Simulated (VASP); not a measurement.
# NbAs (F-43m) in VASP: a series of runs

NbAs is run at these levels: r2SCAN; tasks: single point.

Program: VASP 6.6.1. These are calculated values, not measurements. Logs are shortened: lines on timing, memory, paths and dates and some standing lists are left out, and cuts for length are marked.

## 1. The cell of the first run

It takes space group F-43m (No. 216, cubic). The conventional cell has a = 5.692 Å, b = 5.692 Å, c = 5.692 Å, α = 90.00°, β = 90.00°, γ = 90.00°. Nb (site symmetry -43m) has 4 As at 2.46 Å within 3.3 Å. Within 3.3 Å of As (site symmetry -43m) lie 4 Nb at 2.46 Å.

## 2. Single point, r2SCAN, collinear spin

POSCAR

```
NbAs
1.0
    0.0000000000      2.8458179442      2.8458179442
    2.8458179442      0.0000000000      2.8458179442
    2.8458179442      2.8458179442      0.0000000000
Nb As
1 1
Direct
    0.0000000000      0.0000000000      0.0000000000
    0.2500000000      0.2500000000      0.2500000000
```

INCAR.step1

```
SYSTEM = NbAs
PREC = Accurate
ENCUT = 550
ISMEAR = 0
SIGMA = 0.1
LREAL = .False.
LASPH = .True.
NELM = 200
ISPIN = 2
MAGMOM = 1 0
LMAXMIX = 4
NBANDS = 20
GGA = PE
ALGO = Normal
EDIFF = 1E-5
LWAVE = .True.
LCHARG = .False.
GGA_COMPAT = .False.
```

INCAR.step2

```
SYSTEM = NbAs
PREC = Accurate
ENCUT = 550
EDIFF = 1E-6
ISMEAR = 0
SIGMA = 0.1
LREAL = .False.
LASPH = .True.
NELM = 200
ALGO = Normal
ISIF = 2
LWAVE = .False.
LCHARG = .False.
ISPIN = 2
MAGMOM = 1 0
LORBIT = 11
LMAXMIX = 4
METAGGA = R2SCAN
LMIXTAU = .True.
NBANDS = 20
ISTART = 1
GGA_COMPAT = .False.
```

KPOINTS

```
regular mesh
0
Gamma
  12 12 12
  0 0 0
```

Potentials or basis: VASP PAW PBE potentials, release 64 (Nb_sv, As).

The run is started by

```sh
$ cat potpaw_PBE.64/Nb_sv/POTCAR potpaw_PBE.64/As/POTCAR > POTCAR
$ cp INCAR.step1 INCAR
$ mpirun -np 1 vasp_std > vasp.out
$ cp INCAR.step2 INCAR
$ mpirun -np 1 vasp_std > vasp.out
```

OUTCAR:

```text
SYSTEM = NbAs
   PREC = Accurate
   ENCUT = 550
   EDIFF = 1E-6
   ISMEAR = 0
   LREAL = .False.
   LASPH = .True.
   NELM = 200
   ISIF = 2
   ISPIN = 2
   LORBIT = 11
   METAGGA = R2SCAN
   ISTART = 1

 ion  position               nearest neighbor table
   1  0.000  0.000  0.000-   2 2.46   2 2.46   2 2.46   2 2.46
   2  0.250  0.250  0.250-   1 2.46   1 2.46   1 2.46   1 2.46

  LATTYP: Found a face centered cubic cell.
 ALAT       =     5.6916358884

  Lattice vectors:

 A1 = (   0.0000000000,   2.8458179442,   2.8458179442)
 A2 = (   2.8458179442,   0.0000000000,   2.8458179442)
 A3 = (   2.8458179442,   2.8458179442,   0.0000000000)

Analysis of symmetry for initial positions (statically):
=====================================================================
 Subroutine PRICEL returns:
 Original cell was already a primitive cell.

 Routine SETGRP: Setting up the symmetry group for a
 face centered cubic supercell.

 Subroutine GETGRP returns: Found 24 space group operations
 (whereof 24 operations were pure point group operations)
 out of a pool of 48 trial point group operations.

The static configuration has the point symmetry T_d .

Analysis of symmetry for dynamics (positions and initial velocities):
=====================================================================
 Subroutine PRICEL returns:
 Original cell was already a primitive cell.

 Routine SETGRP: Setting up the symmetry group for a
 face centered cubic supercell.

 Subroutine GETGRP returns: Found 24 space group operations
 (whereof 24 operations were pure point group operations)
 out of a pool of 48 trial point group operations.

The dynamic configuration has the point symmetry T_d .

Analysis of structural, dynamic, and magnetic symmetry:
=====================================================================
 Subroutine PRICEL returns:
 Original cell was already a primitive cell.

 Routine SETGRP: Setting up the symmetry group for a
 face centered cubic supercell.

 Subroutine GETGRP returns: Found 24 space group operations
 (whereof 24 operations were pure point group operations)
 out of a pool of 48 trial point group operations.

The overall configuration has the point symmetry T_d .

 Subroutine INISYM returns: Found 24 space group operations
 (whereof 24 operations are pure point group operations),
 and found     1 'primitive' translations

----------------------------------------------------------------------------------------

                                     Primitive cell

  volume of cell :      46.0947

  direct lattice vectors                    reciprocal lattice vectors
[... 105 lines left out ...]
   IMIX   =      4    mixing-type and parameters
     AMIX     =   0.40;   BMIX     =  1.00
     AMIX_MAG =   1.60;   BMIX_MAG =  1.00
  volume/ion in A,a.u.               =      23.05       155.53
  Fermi-wavevector in a.u.,A,eV,Ry     =   1.196599  2.261244 19.481483  1.431849
  Thomas-Fermi vector in A             =   2.332535
   LORBIT       =     11    0 simple, 1 ext, 2 COOP (PROOUT), +10 PAW based schemes
   METAGGA = R2SCAN    functional components
   LHFCALC =     F    Hartree Fock is set to
   AEXX    =    0.0000 exact exchange contribution
   IVDW    =     0    specifies the selected vdW correction
   LEPSILON=     F    determine dielectric tensor
   LRPA    =     F    only Hartree local field effects (RPA)
 spin polarized calculation
 Gauss-broadening in eV      SIGMA  =   0.10
  energy-cutoff  :      550.00
  volume of cell :       46.09
 maximum number of plane-waves:      1369
   NGX = 15   NGY = 15   NGZ = 15

 number of electron      18.0000000 magnetization       0.0005746

 Free energy of the ion-electron system (eV)
  ---------------------------------------------------
  ext. energy  EPLUGINS =         0.00000000
  ---------------------------------------------------
  free energy    TOTEN  =       -39.15688916 eV

  energy without entropy =      -39.14446078  energy(sigma->0) =      -39.15067497

 E-fermi :   6.5165     XC(G=0): -10.7984

 val. band max:        6.4714600963   @ k =  -0.2500   0.5000   0.2500
 cond. band min:       6.5190249162   @ k =   0.0833   0.0000   0.0000
 fundamental gap:      0.0475648199
 Fermi energy:         6.5165045486

 spin component 1

 k-point     1 :       0.0000    0.0000    0.0000
  band No.  band energies     occupation
      1     -50.7985      1.00000
      2     -26.1815      1.00000
      3     -26.1815      1.00000
      4     -26.1815      1.00000
      5      -6.1269      1.00000
      6       2.5254      1.00000
[... 541 lines left out ...]
     19      20.9318      0.00000
     20      21.0042      0.00000

 [... further k-points ...]

 spin component 2

 k-point     1 :       0.0000    0.0000    0.0000
  band No.  band energies     occupation
      1     -50.7981      1.00000
      2     -26.1810      1.00000
      3     -26.1810      1.00000
      4     -26.1810      1.00000
      5      -6.1269      1.00000
      6       2.5256      1.00000
[... 541 lines left out ...]
     19      20.9320      0.00000
     20      21.0044      0.00000

 [... further k-points ...]
[... 5 lines left out ...]
  --------------------------------------------------------------------------------------
  -------------------------------------------------------------------------------------
  Total        1.5949005      1.5949005      1.5949005      0.0000000     -0.0000000      0.0000000
  in kB       55.4361221     55.4361221     55.4361221      0.0000000     -0.0000000      0.0000000
  external PRESSURE =      55.4361221 kB  Pullay stress =       0.0000000 kB

 VOLUME and BASIS-vectors are now :
 -----------------------------------------------------------------------------
  energy-cutoff  :      550.00
  volume of cell :       46.09
      direct lattice vectors                 reciprocal lattice vectors
     0.000000000  2.845817944  2.845817944    -0.175696411  0.175696411  0.175696411
     2.845817944  0.000000000  2.845817944     0.175696411 -0.175696411  0.175696411
     2.845817944  2.845817944  0.000000000     0.175696411  0.175696411 -0.175696411

 POSITION                                       TOTAL-FORCE (eV/Angst)
 -----------------------------------------------------------------------------------
      0.00000      0.00000      0.00000         0.000000      0.000000     -0.000000
      1.42291      1.42291      1.42291        -0.000000     -0.000000      0.000000
 -----------------------------------------------------------------------------------
    total drift:                                0.000000      0.000000      0.000000

  FREE ENERGIE OF THE ION-ELECTRON SYSTEM (eV)
  ---------------------------------------------------
  free  energy   TOTEN  =       -39.1568891553 eV

  energy  without entropy=      -39.1444607825  energy(sigma->0) =      -39.15067497

 total charge

# of ion       s       p       d       tot
------------------------------------------
    1        2.166   5.986   2.518  10.671
    2        1.215   1.757   0.075   3.047
--------------------------------------------------
tot          3.382   7.742   2.593  13.717

 magnetization (x)

# of ion       s       p       d       tot
------------------------------------------
    1        0.000   0.000   0.001   0.001
    2       -0.000  -0.000   0.000  -0.000
--------------------------------------------------
tot          0.000  -0.000   0.001   0.001
```

OUTCAR.step1:

```text
SYSTEM = NbAs
   PREC = Accurate
   ENCUT = 550
   ISMEAR = 0
   LREAL = .False.
   LASPH = .True.
[... 1346 lines left out ...]
      0.00000      0.00000      0.00000         0.000000      0.000000      0.000000
      1.42291      1.42291      1.42291        -0.000000     -0.000000     -0.000000
 -----------------------------------------------------------------------------------
    total drift:                                0.000000      0.000000      0.000000

  FREE ENERGIE OF THE ION-ELECTRON SYSTEM (eV)
  ---------------------------------------------------
  free  energy   TOTEN  =       -14.2352311417 eV

  energy  without entropy=      -14.2231760531  energy(sigma->0) =      -14.22920360
```

It took 9.8 min on 1 thread of Intel Xeon 8259CL, shared host; peak memory 0.29 GiB.

What came out:

| Item | Value |
| --- | --- |
| Free energy | -39.1569 eV |
| Pressure | 5.5 GPa |
| Band gap on the k mesh | zero (filled and empty bands overlap) |
| Net moment | 0.00 μB per cell |
| Valence electrons inside the program's atomic spheres | Nb 10.67; As 3.05 |

Levels at points of the mesh, in eV from the Fermi level:
Spin up:
```
           k point  band 6  band 7  band 8  band 9  band 10  band 11  band 12  band 13
(0.00, 0.00, 0.00)   -3.99   -3.99   -3.99    0.04     0.04     2.81     6.02     6.02
(0.50, 0.00, 0.00)   -4.65   -3.52   -3.52    0.45     0.45     0.71     3.56     3.56
(0.50, 0.50, 0.00)   -5.26   -2.44   -2.44   -1.20     0.94     1.07     1.49     1.49
```
Spin down:
| k point | band 6 | band 7 | band 8 | band 9 | band 10 | band 11 | band 12 | band 13 |
| --- | --- | --- | --- | --- | --- | --- | --- | --- |
| (0.00, 0.00, 0.00) | -3.99 | -3.99 | -3.99 | 0.04 | 0.04 | 2.81 | 6.02 | 6.02 |
| (0.50, 0.00, 0.00) | -4.65 | -3.52 | -3.52 | 0.45 | 0.45 | 0.71 | 3.56 | 3.56 |
| (0.50, 0.50, 0.00) | -5.26 | -2.44 | -2.44 | -1.20 | 0.94 | 1.07 | 1.49 | 1.49 |

Caveat: the cell stands under pressure; the PAW data sets were made with another functional, which shifts forces and pressure a little.

[end of part 1 of 2]
